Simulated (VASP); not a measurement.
# Rb (Im-3m) in VASP: further runs

Runs on Rb. Level: LDA. Tasks: single point.

Program: VASP 6.6.1. These are calculated values, not measurements. Logs are shortened: lines on timing, memory, paths and dates and some standing lists are left out, and cuts for length are marked.

## 1. The cell of the first run

It takes space group Im-3m (No. 229, cubic). The conventional cell has a = 5.393 Å, b = 5.393 Å, c = 5.393 Å, α = 90.00°, β = 90.00°, γ = 90.00°.

## 2. Single point, LDA

Contents of INCAR:

```
SYSTEM = Rb
PREC = Accurate
ENCUT = 520
EDIFF = 1E-6
ISMEAR = 0
SIGMA = 0.05
LREAL = .False.
LASPH = .True.
NELM = 80
ALGO = Normal
ISIF = 2
LWAVE = .False.
LCHARG = .True.
GGA = CA
LELF = .True.
LVHAR = .True.
NBANDS = 10
```

Contents of KPOINTS:

```
regular mesh
0
Gamma
  10 10 10
  0 0 0
```

Contents of POSCAR:

```
Rb
1.0
   -2.6965683138      2.6965683138      2.6965683138
    2.6965683138     -2.6965683138      2.6965683138
    2.6965683138      2.6965683138     -2.6965683138
Rb
1
Direct
    0.0000000000      0.0000000000      0.0000000000
```

Potentials or basis: VASP PAW LDA potentials, release 64 (Rb_sv).

On the command line:

```console
> cat potpaw_LDA.64/Rb_sv/POTCAR > POTCAR
> mpirun -np 1 vasp_std > vasp.out
```

OUTCAR:

```text
SYSTEM = Rb
   PREC = Accurate
   ENCUT = 520
   EDIFF = 1E-6
   ISMEAR = 0
   LREAL = .False.
   LASPH = .True.
   NELM = 80
   ISIF = 2
   GGA = CA

 ion  position               nearest neighbor table
   1  0.000  0.000  0.000-

  LATTYP: Found a body centered cubic cell.
 ALAT       =     5.3931366276

  Lattice vectors:

 A1 = (  -2.6965683138,   2.6965683138,   2.6965683138)
 A2 = (   2.6965683138,  -2.6965683138,   2.6965683138)
 A3 = (   2.6965683138,   2.6965683138,  -2.6965683138)

Analysis of symmetry for initial positions (statically):
=====================================================================
 Subroutine PRICEL returns:
 Original cell was already a primitive cell.

 Routine SETGRP: Setting up the symmetry group for a
 body centered cubic supercell.

 Subroutine GETGRP returns: Found 48 space group operations
 (whereof 48 operations were pure point group operations)
 out of a pool of 48 trial point group operations.

The static configuration has the point symmetry O_h .

Analysis of symmetry for dynamics (positions and initial velocities):
=====================================================================
 Subroutine PRICEL returns:
 Original cell was already a primitive cell.

 Routine SETGRP: Setting up the symmetry group for a
 body centered cubic supercell.

 Subroutine GETGRP returns: Found 48 space group operations
 (whereof 48 operations were pure point group operations)
 out of a pool of 48 trial point group operations.

The dynamic configuration has the point symmetry O_h .

 Subroutine INISYM returns: Found 48 space group operations
 (whereof 48 operations are pure point group operations),
 and found     1 'primitive' translations

----------------------------------------------------------------------------------------

                                     Primitive cell

  volume of cell :      78.4322

  direct lattice vectors                    reciprocal lattice vectors
    -2.696568314  2.696568314  2.696568314     0.000000000  0.185420854  0.185420854
     2.696568314 -2.696568314  2.696568314     0.185420854  0.000000000  0.185420854
     2.696568314  2.696568314 -2.696568314     0.185420854  0.185420854  0.000000000

  length of vectors
     4.670593326  4.670593326  4.670593326     0.262224687  0.262224687  0.262224687

[... 75 lines left out ...]
   LASPH  =      T    aspherical Exc in radial PAW
   ENCUT  =  520.0 eV  38.22 Ry    6.18 a.u.   8.68  8.68  8.68*2*pi/ulx,y,z
   NELM   =     80;   NELMIN=  2; NELMDL= -5     # of ELM steps
   EDIFF  = 0.1E-05   stopping-criterion for ELM
   LREAL  =      F    real-space projection
   EDIFFG = 0.1E-04   stopping-criterion for IOM
   NSW    =      0    number of steps for IOM
   IBRION =     -1    ionic relax: 0-MD 1-quasi-New 2-CG
   NFREE  =      0    steps in history (QN), initial steepest desc. (CG)
   ISIF   =      2    stress and relaxation
   ISYM   =      2    0-nonsym 1-usesym 2-fastsym
   POTIM  = 0.5000    time-step for ionic-motion
   TEBEG  =    0.0;   TEEND  =   0.0 temperature during run
   PSTRESS=    0.0 pullay stress
   NELECT =       9.0000    total number of electrons
   NUPDOWN=      -1.0000    fix difference up-down
   EMIN   =  10.00;   EMAX   =-10.00  energy-range for DOS
   EFERMI =   0.00;   METHOD = LEGACY
   ISMEAR =     0;   SIGMA  =   0.05  broadening in eV -4-tet -1-fermi 0-gaus
   EFERMI_NEDOS =   21; number of points for ismear=-14 and -15
   IALGO  =     38    algorithm
   IMIX   =      4    mixing-type and parameters
     AMIX     =   0.40;   BMIX     =  1.00
     AMIX_MAG =   1.60;   BMIX_MAG =  1.00
  volume/ion in A,a.u.               =      78.43       529.29
  Fermi-wavevector in a.u.,A,eV,Ry     =   0.795532  1.503337  8.610732  0.632871
  Thomas-Fermi vector in A             =   1.901878
   LORBIT       =      0    0 simple, 1 ext, 2 COOP (PROOUT), +10 PAW based schemes
   GGA     = CA    functional components
   LHFCALC =     F    Hartree Fock is set to
   AEXX    =    0.0000 exact exchange contribution
   IVDW    =     0    specifies the selected vdW correction
   LEPSILON=     F    determine dielectric tensor
   LRPA    =     F    only Hartree local field effects (RPA)
 non-spin polarized calculation
 Gauss-broadening in eV      SIGMA  =   0.05
  energy-cutoff  :      520.00
  volume of cell :       78.43
 maximum number of plane-waves:      2130
   NGX = 17   NGY = 17   NGZ = 17

 number of electron       9.0000000 magnetization

 Free energy of the ion-electron system (eV)
  ---------------------------------------------------
  ext. energy  EPLUGINS =         0.00000000
  ---------------------------------------------------
  free energy    TOTEN  =        -1.05604054 eV

  energy without entropy =       -1.05387284  energy(sigma->0) =       -1.05495669

 E-fermi :   0.1490     XC(G=0):  -6.0705

 val. band max:        0.1401592019   @ k =   0.3000   0.2000   0.0000
 cond. band min:       0.1515068178   @ k =  -0.3000   0.4000   0.2000
 fundamental gap:      0.0113476159
 Fermi energy:         0.1490491894

 k-point     1 :       0.0000    0.0000    0.0000
  band No.  band energies     occupation
      1     -28.5880      2.00000
      2     -12.6685      2.00000
      3     -12.6685      2.00000
      4     -12.6685      2.00000
      5      -2.0540      2.00000
      6       3.8435      0.00000
      7       3.8435      0.00000
      8       3.8435      0.00000
      9       4.9328      0.00000
     10       4.9328      0.00000
[... 287 lines left out ...]
 k-point    24 :      -0.3000    0.3000    0.1000
  band No.  band energies     occupation
      1     -28.5815      2.00000
      2     -12.7750      2.00000
      3     -12.7093      2.00000
      4     -12.6810      2.00000
      5      -0.8008      2.00000
      6       2.3040      0.00000
      7       3.0503      0.00000
      8       4.0415      0.00000
      9       4.9594      0.00000
     10       5.4026      0.00000

 [... further k-points ...]
[... 5 lines left out ...]
  --------------------------------------------------------------------------------------
  -------------------------------------------------------------------------------------
  Total       -0.0121834     -0.0121834     -0.0121834      0.0000000     -0.0000000      0.0000000
  in kB       -0.2488766     -0.2488766     -0.2488766      0.0000000     -0.0000000      0.0000000
  external PRESSURE =      -0.2488766 kB  Pullay stress =       0.0000000 kB

 VOLUME and BASIS-vectors are now :
 -----------------------------------------------------------------------------
  energy-cutoff  :      520.00
  volume of cell :       78.43
      direct lattice vectors                 reciprocal lattice vectors
    -2.696568314  2.696568314  2.696568314     0.000000000  0.185420854  0.185420854
     2.696568314 -2.696568314  2.696568314     0.185420854  0.000000000  0.185420854
     2.696568314  2.696568314 -2.696568314     0.185420854  0.185420854  0.000000000

 POSITION                                       TOTAL-FORCE (eV/Angst)
 -----------------------------------------------------------------------------------
      0.00000      0.00000      0.00000         0.000000      0.000000     -0.000000
 -----------------------------------------------------------------------------------
    total drift:                               -0.000000     -0.000000      0.000000

  FREE ENERGIE OF THE ION-ELECTRON SYSTEM (eV)
  ---------------------------------------------------
  free  energy   TOTEN  =        -1.0560405368 eV

  energy  without entropy=       -1.0538728375  energy(sigma->0) =       -1.05495669
```

OSZICAR:

```text
N       E                     dE             d eps       ncg     rms          rms(c)
DAV:   1     0.402830149238E+02    0.40283E+02   -0.34395E+03   940   0.672E+02
DAV:   2     0.154575405463E+01   -0.38737E+02   -0.37950E+02  1036   0.127E+02
DAV:   3    -0.894627709953E+00   -0.24404E+01   -0.24332E+01  1250   0.320E+01
DAV:   4    -0.105546510506E+01   -0.16084E+00   -0.15979E+00  1306   0.615E+00
DAV:   5    -0.105766047815E+01   -0.21954E-02   -0.21952E-02  1264   0.775E-01    0.149E+00
DAV:   6    -0.105633893882E+01    0.13215E-02   -0.26253E-03  1320   0.273E-01    0.906E-01
DAV:   7    -0.105601227667E+01    0.32666E-03   -0.32698E-03  1240   0.300E-01    0.620E-02
DAV:   8    -0.105603499449E+01   -0.22718E-04   -0.15987E-04  1172   0.875E-02    0.211E-02
DAV:   9    -0.105604024610E+01   -0.52516E-05   -0.13686E-05  1290   0.256E-02    0.519E-03
DAV:  10    -0.105604053678E+01   -0.29068E-06   -0.39845E-06  1150   0.112E-02
   1 F= -.10560405E+01 E0= -.10549567E+01  d E =-.216770E-02
```

It took 72 s on 1 thread of AMD EPYC 7R13, shared host; peak memory 0.15 GiB.

Results:

```yaml
Free_energy: -1.0560 eV
Pressure: 0.0 GPa
```

[end of part 1 of 2]
